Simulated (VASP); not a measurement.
# AgB2 (P6/mmm) in VASP: a series of runs

Runs on AgB2. Level: PBEsol. Tasks: electric field gradients.

Program: VASP 6.6.1. These are calculated values, not measurements. Logs are shortened: lines on timing, memory, paths and dates and some standing lists are left out, and cuts for length are marked.

## (1) The cell of the first run

It takes space group P6/mmm (No. 191, hexagonal). The conventional cell has a = 3.010 Å, b = 3.010 Å, c = 3.251 Å, α = 90.00°, β = 90.00°, γ = 120.00°. Within 3.1 Å of Ag (site symmetry 6/mmm) lie 12 B at 2.38 Å and 6 Ag at 3.01 Å. Within 2.4 Å of B (site symmetry -6m2) lie 3 B at 1.74 Å and 6 Ag at 2.38 Å.

## (2) Electric field gradients, PBEsol (8.50 Å³/atom)

Contents of INCAR:

```
ALGO = Normal
EDIFF = 1E-8
ENCUT = 520
GGA = PS
ISIF = 2
ISMEAR = -1
LASPH = T
LCHARG = F
LEFG = T
LREAL = F
LWAVE = F
NBANDS = 16
NELM = 100
PREC = Accurate
SIGMA = 0.05
```

Contents of KPOINTS:

```
k-points
0
Gamma
  16 16 13
```

Contents of POSCAR:

```
AgB2
1.0
    3.0099684966      0.0000000000      0.0000000000
   -1.5049842483      2.6067091827      0.0000000000
    0.0000000000      0.0000000000      3.2507641987
Ag B
1 2
Direct
    0.0000000000      0.0000000000      0.0000000000
    0.3333333333      0.6666666667      0.5000000000
    0.6666666667      0.3333333333      0.5000000000
```

Potentials or basis: VASP PAW PBE potentials, release 64 (Ag, B).

Started as:

```sh
> cat potpaw_PBE.64/Ag/POTCAR potpaw_PBE.64/B/POTCAR > POTCAR
> mpirun -np 1 vasp_std > vasp.out
```

OUTCAR:

```text
EDIFF = 1E-8
   ENCUT = 520
   GGA = PS
   ISIF = 2
   ISMEAR = -1
   LASPH = T
   LREAL = F
   NELM = 100
   PREC = Accurate

 ion  position               nearest neighbor table
   1  0.000  0.000  0.000-   2 2.38   3 2.38   2 2.38   3 2.38   3 2.38   3 2.38   2 2.38   2 2.38
                             3 2.38   3 2.38   2 2.38   2 2.38
   2  0.333  0.667  0.500-   3 1.74   3 1.74   3 1.74   1 2.38   1 2.38   1 2.38   1 2.38   1 2.38
                             1 2.38
   3  0.667  0.333  0.500-   2 1.74   2 1.74   2 1.74   1 2.38   1 2.38   1 2.38   1 2.38   1 2.38
                             1 2.38

  LATTYP: Found a hexagonal cell.
 ALAT       =     3.0099684966
 C/A-ratio  =     1.0799994094

  Lattice vectors:

 A1 = (   3.0099684966,   0.0000000000,   0.0000000000)
 A2 = (  -1.5049842483,   2.6067091827,   0.0000000000)
 A3 = (   0.0000000000,   0.0000000000,   3.2507641987)

Analysis of symmetry for initial positions (statically):
=====================================================================
 Subroutine PRICEL returns:
 Original cell was already a primitive cell.

 Routine SETGRP: Setting up the symmetry group for a
 hexagonal supercell.

 Subroutine GETGRP returns: Found 24 space group operations
 (whereof 24 operations were pure point group operations)
 out of a pool of 24 trial point group operations.

The static configuration has the point symmetry D_6h.

Analysis of symmetry for dynamics (positions and initial velocities):
=====================================================================
 Subroutine PRICEL returns:
 Original cell was already a primitive cell.

 Routine SETGRP: Setting up the symmetry group for a
 hexagonal supercell.

 Subroutine GETGRP returns: Found 24 space group operations
 (whereof 24 operations were pure point group operations)
 out of a pool of 24 trial point group operations.

The dynamic configuration has the point symmetry D_6h.

 Subroutine INISYM returns: Found 24 space group operations
 (whereof 24 operations are pure point group operations),
 and found     1 'primitive' translations

----------------------------------------------------------------------------------------

                                     Primitive cell

  volume of cell :      25.5059

  direct lattice vectors                    reciprocal lattice vectors
     3.009968497  0.000000000  0.000000000     0.332229391  0.191812728  0.000000000
    -1.504984248  2.606709183  0.000000000     0.000000000  0.383625456  0.000000000
     0.000000000  0.000000000  3.250764199     0.000000000  0.000000000  0.307619975

  length of vectors
     3.009968497  3.009968497  3.250764199     0.383625456  0.383625456  0.307619975

  position of ions in fractional coordinates (direct lattice)
     0.000000000  0.000000000  0.000000000
     0.333333333  0.666666667  0.500000000
     0.666666667  0.333333333  0.500000000

  ion indices of the primitive-cell ions
   primitive index   ion index
                 1           1
                 2           2
                 3           3

----------------------------------------------------------------------------------------

 KPOINTS: k-points

Automatic generation of k-mesh.
 Grid dimensions read from file:
 generate k-points for:   16   16   13

 Generating k-lattice:

  Cartesian coordinates                     Fractional coordinates (reciprocal lattice)
     0.020764337  0.011988296  0.000000000     0.062500000  0.000000000  0.000000000
     0.000000000  0.023976591  0.000000000     0.000000000  0.062500000  0.000000000
     0.000000000  0.000000000  0.023663075     0.000000000  0.000000000  0.076923077

  Length of vectors
     0.023976591  0.023976591  0.023663075

  Shift w.r.t. Gamma in fractional coordinates (k-lattice)
     0.000000000  0.000000000  0.000000000

 Subroutine IBZKPT returns following result:
 ===========================================

 Found    210 irreducible k-points:

 Following reciprocal coordinates:
            Coordinates               Weight
  0.000000  0.000000  0.000000      1.000000
  0.062500  0.000000  0.000000      6.000000
  0.125000  0.000000  0.000000      6.000000
  0.187500  0.000000  0.000000      6.000000
  0.250000  0.000000  0.000000      6.000000
  0.312500  0.000000  0.000000      6.000000
[... 16 lines left out ...]
  0.187500  0.187500  0.000000      6.000000
  0.250000  0.187500  0.000000     12.000000
 [... further k-points ...]
   k-points           NKPTS =    210   k-points in BZ     NKDIM =    210   number of bands    NBANDS=     16
   number of dos      NEDOS =    301   number of ions     NIONS =      3
   total plane-waves  NPLWV =  13824
   dimension x,y,z NGX =    24 NGY =   24 NGZ =   24
   dimension x,y,z NGXF=    48 NGYF=   48 NGZF=   48
   ions per type =               1   2
   NGX,Y,Z   is equivalent  to a cutoff of  13.26, 13.26, 12.27 a.u.
   NGXF,Y,Z  is equivalent  to a cutoff of  26.51, 26.51, 24.55 a.u.
 SYSTEM =  unknown system
   PREC   = accura    normal or accurate (medium, high low for compatibility)
   ISTART =      0    job   : 0-new  1-cont  2-samecut
   ICHARG =      2    charge: 1-file 2-atom 10-const
   ISPIN  =      1    spin polarized calculation?
   LNONCOLLINEAR =      F non collinear calculations
   LSORBIT =      F    spin-orbit coupling
   LASPH  =      T    aspherical Exc in radial PAW
   ENCUT  =  520.0 eV  38.22 Ry    6.18 a.u.   5.60  5.60  6.04*2*pi/ulx,y,z
   NELM   =    100;   NELMIN=  2; NELMDL= -5     # of ELM steps
   EDIFF  = 0.1E-07   stopping-criterion for ELM
   LREAL  =      F    real-space projection
   EDIFFG = 0.1E-06   stopping-criterion for IOM
   NSW    =      0    number of steps for IOM
   IBRION =     -1    ionic relax: 0-MD 1-quasi-New 2-CG
   NFREE  =      0    steps in history (QN), initial steepest desc. (CG)
   ISIF   =      2    stress and relaxation
   ISYM   =      2    0-nonsym 1-usesym 2-fastsym
   POTIM  = 0.5000    time-step for ionic-motion
   TEBEG  =    0.0;   TEEND  =   0.0 temperature during run
   PSTRESS=    0.0 pullay stress
   NELECT =      17.0000    total number of electrons
   NUPDOWN=      -1.0000    fix difference up-down
   EMIN   =  10.00;   EMAX   =-10.00  energy-range for DOS
   EFERMI =   0.00;   METHOD = LEGACY
   ISMEAR =    -1;   SIGMA  =   0.05  broadening in eV -4-tet -1-fermi 0-gaus
   EFERMI_NEDOS =   21; number of points for ismear=-14 and -15
   IALGO  =     38    algorithm
   IMIX   =      4    mixing-type and parameters
     AMIX     =   0.40;   BMIX     =  1.00
     AMIX_MAG =   1.60;   BMIX_MAG =  1.00
  volume/ion in A,a.u.               =       8.50        57.37
  Fermi-wavevector in a.u.,A,eV,Ry     =   1.430028  2.702361 27.823634  2.044979
  Thomas-Fermi vector in A             =   2.549918
   LORBIT       =      0    0 simple, 1 ext, 2 COOP (PROOUT), +10 PAW based schemes
   GGA     = PS    functional components
   LHFCALC =     F    Hartree Fock is set to
   AEXX    =    0.0000 exact exchange contribution
   IVDW    =     0    specifies the selected vdW correction
   LEPSILON=     F    determine dielectric tensor
   LRPA    =     F    only Hartree local field effects (RPA)
 non-spin polarized calculation
  energy-cutoff  :      520.00
  volume of cell :       25.51
 maximum number of plane-waves:       708
 NGX is ok and might be reduce to    24
   NGX = 11   NGY = 11   NGZ = 13

 number of electron      16.9999994 magnetization

 Free energy of the ion-electron system (eV)
  ---------------------------------------------------
  ext. energy  EPLUGINS =         0.00000000
  ---------------------------------------------------
  free energy    TOTEN  =       -14.88518239 eV

  energy without entropy =      -14.87341463  energy(sigma->0) =      -14.87929851

 E-fermi :  10.5014     XC(G=0): -13.3728

 val. band max:       10.4866896898   @ k =   0.1250   0.0000   0.3846
 cond. band min:      10.5057445186   @ k =   0.4375   0.0625   0.3077
 fundamental gap:      0.0190548287
 Fermi energy:        10.5014236506

 k-point     1 :       0.0000    0.0000    0.0000
  band No.  band energies     occupation
      1      -3.8340      2.00000
      2       3.3755      2.00000
      3       3.9051      2.00000
      4       3.9051      2.00000
      5       5.4434      2.00000
      6       5.4434      2.00000
[... 8 lines left out ...]
     15      27.0798      0.00000
     16      29.3972      0.00000

 k-point     2 :       0.0625    0.0000    0.0000
  band No.  band energies     occupation
      1      -3.7583      2.00000
      2       3.4101      2.00000
      3       3.8399      2.00000
      4       3.9556      2.00000
      5       5.2078      2.00000
      6       5.4317      2.00000
[... 8 lines left out ...]
     15      27.2500      0.00000
     16      29.4605      0.00000

 k-point     3 :       0.1250    0.0000    0.0000
  band No.  band energies     occupation
      1      -3.5331      2.00000
      2       3.5011      2.00000
      3       3.6563      2.00000
      4       4.1042      2.00000
      5       4.7546      2.00000
      6       5.3989      2.00000
[... 8 lines left out ...]
     15      27.6970      0.00000
     16      29.6411      0.00000

 k-point     4 :       0.1875    0.0000    0.0000
  band No.  band energies     occupation
      1      -3.1646      2.00000
      2       3.3614      2.00000
      3       3.6282      2.00000
      4       4.3039      2.00000
      5       4.3423      2.00000
      6       5.3501      2.00000
[... 8 lines left out ...]
     15      28.0689      0.00000
     16      29.9118      0.00000
[... 324 lines left out ...]
 k-point    22 :       0.4375    0.1250    0.0000
  band No.  band energies     occupation
      1       0.2110      2.00000
      2       0.8313      2.00000
      3       3.1897      2.00000
      4       3.3415      2.00000
      5       4.8841      2.00000
      6       5.9569      2.00000
[... 8 lines left out ...]
     15      25.3182      0.00000
     16      25.8078      0.00000

 k-point    23 :       0.1875    0.1875    0.0000
  band No.  band energies     occupation
      1      -1.9000      2.00000
      2       2.6137      2.00000
      3       3.6627      2.00000
      4       3.6844      2.00000
      5       4.9716      2.00000
      6       5.0156      2.00000
[... 8 lines left out ...]
     15      25.8417      0.00000
     16      26.3721      0.00000

 k-point    24 :       0.2500    0.1875    0.0000
  band No.  band energies     occupation
      1      -1.2410      2.00000
      2       2.2658      2.00000
      3       3.4262      2.00000
      4       3.5696      2.00000
      5       4.8492      2.00000
      6       5.2588      2.00000
[... 8 lines left out ...]
     15      24.5466      0.00000
     16      25.7685      0.00000

 [... further k-points ...]

------------------------ aborting loop because EDIFF is reached ----------------------------------------

  FORCE on cell =-STRESS in cart. coord.  units (eV):
  Direction    XX          YY          ZZ          XY          YZ          ZX
  --------------------------------------------------------------------------------------
  -------------------------------------------------------------------------------------
  Total        5.2394208      5.2394208     10.2039493     -0.0000000      0.0000000      0.0000000
  in kB      329.1196847    329.1196847    640.9717267     -0.0000000      0.0000000      0.0000000
  external PRESSURE =     433.0703654 kB  Pullay stress =       0.0000000 kB

 VOLUME and BASIS-vectors are now :
 -----------------------------------------------------------------------------
  energy-cutoff  :      520.00
  volume of cell :       25.51
      direct lattice vectors                 reciprocal lattice vectors
     3.009968497  0.000000000  0.000000000     0.332229391  0.191812728  0.000000000
    -1.504984248  2.606709183  0.000000000     0.000000000  0.383625456  0.000000000
     0.000000000  0.000000000  3.250764199     0.000000000  0.000000000  0.307619975

 POSITION                                       TOTAL-FORCE (eV/Angst)
 -----------------------------------------------------------------------------------
      0.00000      0.00000      0.00000         0.000000      0.000000     -0.000000
     -0.00000      1.73781      1.62538         0.000000      0.000000     -0.000000
      1.50498      0.86890      1.62538        -0.000000     -0.000000      0.000000
 -----------------------------------------------------------------------------------
    total drift:                               -0.000000      0.000000      0.000000

  FREE ENERGIE OF THE ION-ELECTRON SYSTEM (eV)
  ---------------------------------------------------
  free  energy   TOTEN  =       -14.8851823942 eV

  energy  without entropy=      -14.8734146291  energy(sigma->0) =      -14.87929851

 Electric field gradients (V/A^2)
---------------------------------------------------------------------
 ion       V_xx      V_yy      V_zz      V_xy      V_xz      V_yz
---------------------------------------------------------------------
   1      36.103    36.102   -72.205    -0.000    -0.000     0.000
   2     -14.744   -14.744    29.487    -0.000     0.000    -0.000
   3     -14.744   -14.744    29.487    -0.000     0.000     0.000
---------------------------------------------------------------------

 Electric field gradients after diagonalization (V/A^2)
 (convention: |V_zz| > |V_xx| > |V_yy|)
----------------------------------------------------------------------
 ion       V_xx      V_yy      V_zz     asymmetry (V_yy - V_xx)/ V_zz
----------------------------------------------------------------------
   1      36.103    36.102   -72.205       0.000
   2     -14.744   -14.744    29.487       0.000
   3     -14.744   -14.744    29.487       0.000
----------------------------------------------------------------------

           NMR quadrupolar parameters

 Cq : quadrupolar parameter    Cq=e*Q*V_zz/h
 eta: asymmetry parameters     (V_yy - V_xx)/ V_zz
 Q  : nuclear electric quadrupole moment in mb (millibarn)
----------------------------------------------------------------------
 ion       Cq(MHz)       eta       Q (mb)
----------------------------------------------------------------------
   1      -0.175       0.000       1.000
   2       0.071       0.000       1.000
   3       0.071       0.000       1.000
----------------------------------------------------------------------
```

Run time: 1.9 min. Hardware: 1 thread of AMD EPYC 7R13, shared host; peak memory 0.18 GiB.

What came out:

```yaml
Free_energy: -14.8852 eV
Pressure: 43.3 GPa
Band_gap_on_the_k_mesh: zero (an odd number of electrons rules out a gap without spin polarisation)
Largest_electric_field_gradient_by_atom: Ag -72.2; B +29.5 V/Å²
```

Levels at points of the mesh, in eV from the Fermi level:
```
           k point  band 4  band 5  band 6  band 7  band 8  band 9  band 10  band 11  band 12  band 13
(0.00, 0.00, 0.00)   -6.60   -5.06   -5.06   -3.25    1.08    1.08     5.53     5.53     5.58     7.12
(0.50, 0.00, 0.00)   -7.14   -5.35   -4.53   -3.33   -3.29    2.87     4.26     6.03     6.28    10.19
```

Electric field gradients, principal values (V/Å²):
```tsv
atom	least	middle	greatest (by size)
1 Ag	36.102	36.103	-72.205
2 B	-14.744	-14.744	29.487
3 B	-14.744	-14.744	29.487
```

Caveat: the stress differs along the axes, from 33 to 64 GPa; without QUAD_EFG the Cq values of the log hold for a quadrupole moment of 1 mb, not for the nuclei; the PAW data sets were made with another functional, which shifts forces and pressure a little.

[end of part 1 of 2]
